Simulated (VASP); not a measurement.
Crystal: KCd2P2.

```
K Cd P
1.0
     0.00000    2.99132    6.59391
     2.95872    0.00000    6.59391
     2.95872    2.99132    0.00000
K Cd P
1 2 2
Direct
  0.00000 0.00000 0.00000
  0.36120 0.36120 0.63880
  0.63880 0.63880 0.36120
  0.75000 0.75000 0.75000
  0.25000 0.25000 0.25000
```

The cell was generated, and may not be a known phase.

```yaml
Program: VASP 6.6.1
Task: relaxation of cell and atoms
Functional: PBE
Potentials_or_basis: VASP PAW PBE potentials, release 64 (K_sv, Cd, P)
Cutoff: 500 eV
k_mesh: 4 × 4 × 4
Occupations: gaussian, width 0.1 eV
Spin: no spin polarisation
```

At the start: pressure 7.5 GPa; volume 23.34 Å³/atom.

Task: Where does the relaxation end?

Result: Over 17 steps the energy falls by 234.2 meV/atom and the volume is 24.42 Å³/atom (+4.6 %); space group I4/mmm (No. 139, to 0.1 Å) before, Fmmm (No. 69, to 0.1 Å).

The path:
| step | energy change (eV) | largest force (eV/Å) | pressure (GPa) | volume (Å³) |
| --- | --- | --- | --- | --- |
| 1 | 0.0000 | 2.0389 | 7.50 | 116.72 |
| 2 | -0.5842 | 0.5000 | -2.24 | 136.06 |
| 3 | -0.5882 | 0.6006 | -1.65 | 134.21 |
| 4 | -0.7424 | 0.5790 | -1.52 | 131.16 |
| 5 | -1.0829 | 0.1307 | 0.04 | 121.59 |
| 6 | -1.0726 | 0.7140 | 1.03 | 118.83 |
| 7 | -1.0893 | 0.2869 | 0.32 | 120.70 |
| 8 | -1.0896 | 0.3430 | 0.41 | 120.42 |
| 9 | -1.1240 | 0.4140 | 0.08 | 121.23 |
| 10 | -1.1307 | 0.4344 | -0.05 | 121.60 |
| 11 | -1.1317 | 0.4559 | -0.10 | 121.76 |
| 12 | -1.1566 | 0.0796 | 0.12 | 121.66 |
| 13 | -1.1584 | 0.1203 | 0.33 | 121.59 |
| 14 | -1.1590 | 0.0514 | 0.25 | 121.61 |
| 15 | -1.1678 | 0.1337 | -0.16 | 122.90 |
| 16 | -1.1679 | 0.1228 | -0.12 | 122.78 |
| 17 | -1.1708 | 0.0037 | 0.03 | 122.11 |

Final structure:
```
CELL_PARAMETERS angstrom
0.00000 3.56097 5.54974
3.08955 0.00000 5.54974
3.08955 3.56097 0.00000
ATOMIC_POSITIONS crystal
K 0.00000 0.00000 0.00000
Cd 0.37173 0.37173 0.62827
Cd 0.62827 0.62827 0.37173
P 0.75000 0.75000 0.75000
P 0.25000 0.25000 0.25000
```

Caveat: the k points lie up to 0.37 Å⁻¹ apart in the final cell, too coarse for converged energies and pressures of a metal.
